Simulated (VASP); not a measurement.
A run of VASP 6.6.1 is set up as follows.

The input POSCAR:

```
SnO2
1.0
    4.5701507755      0.0000000000      0.0000000000
    0.0000000000      4.5701507755      0.0000000000
    0.0000000000      0.0000000000      3.0720770602
Sn O
2 4
Direct
    0.0000000000      0.0000000000      0.0000000000
    0.5000000000      0.5000000000      0.5000000000
    0.3036035238      0.3036035238      0.0000000000
    0.1963964762      0.8036035238      0.5000000000
    0.8036035238      0.1963964762      0.5000000000
    0.6963964762      0.6963964762      0.0000000000
```

File INCAR.step1:

```
SYSTEM = SnO2
  PREC = Accurate
  ENCUT = 520
  ISMEAR = 0
  SIGMA = 0.01
  LREAL = .FALSE.
  LASPH = .TRUE.
  NELM = 100
  NBANDS = 35
  GGA = PE
  ALGO = Normal
  EDIFF = 1E-4
  LWAVE = .TRUE.
  LCHARG = .FALSE.
```

INCAR.step2

```
SYSTEM = SnO2
  PREC = Accurate
  ENCUT = 520
  EDIFF = 1E-6
  ISMEAR = 0
  SIGMA = 0.01
  LREAL = .FALSE.
  LASPH = .TRUE.
  NELM = 100
  ALGO = Normal
  ISIF = 2
  LWAVE = .FALSE.
  LCHARG = .FALSE.
  METAGGA = R2SCAN
  LMIXTAU = .TRUE.
  NBANDS = 35
  ISTART = 1
```

File KPOINTS:

```
regular mesh
0
G
  6 6 8
  0 0 0
```

Potentials or basis: VASP PAW PBE potentials, release 64 (Sn_d, O).

Launch:

```console
$ cat potpaw_PBE.64/Sn_d/POTCAR potpaw_PBE.64/O/POTCAR > POTCAR
$ cp INCAR.step1 INCAR
$ mpirun -np 1 vasp_std > vasp.out
$ cp INCAR.step2 INCAR
$ mpirun -np 1 vasp_std > vasp.out
```

Estimate the band gap on the k mesh.

3.34 eV.

Predict the pressure.

36.5 GPa.

Predict the largest force.

0.022 eV/Å.

Forces in eV/Å, atoms in the order of the input:
```
Sn   0.000  0.000  0.000
Sn   0.000  0.000  0.000
O   -0.015 -0.015  0.000
O    0.015 -0.015  0.000
O   -0.015  0.015  0.000
O    0.015  0.015  0.000
```

Caveat: the cell differs from its parent crystal (strain -4.0%); the stress differs along the axes, from 34 to 42 GPa; the structure was generated, so it needn't be the stable form of SnO2; the PAW data sets were made with another functional, which shifts forces and pressure a little; spin-orbit coupling is left out, which moves the levels of the heavy elements.
